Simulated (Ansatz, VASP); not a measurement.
**Two plane-wave programs on V**

```
V
1.0
    -1.47575    1.47575    1.47575
     1.47575   -1.47575    1.47575
     1.47575    1.47575   -1.47575
V
1
Direct
  0.00000 0.00000 0.00000
```

Alike in both runs: functional PBEsol; k mesh 8 × 8 × 8; occupations gaussian, width 0.1 eV; no spin polarisation.

Ansatz relaxed the structure, and its values are those at the end. VASP's run is a single point on that final structure, the one shown.

|  | VASP | Ansatz |
| --- | --- | --- |
| version | VASP 6.6.1 | Ansatz 0.2.0 |
| potentials or method | VASP PAW PBE potentials, release 64 (V_sv), cutoff 500 eV | scalar-relativistic, plane waves, PAW |
| valence electrons in the cell | 13 | 13 |

VASP gave:

* gap on the k mesh at the Fermi level (eV): none
* pressure (GPa): 0.1

Estimate Ansatz's values.

gap on the k mesh at the Fermi level (eV): none; pressure (GPa): 0.0.

VASP's potentials were made for PBE, not for PBEsol. A gap of «none» marks a metal or a gap that the smearing closes.

The k mesh is coarse, so the values compare programs but aren't converged.
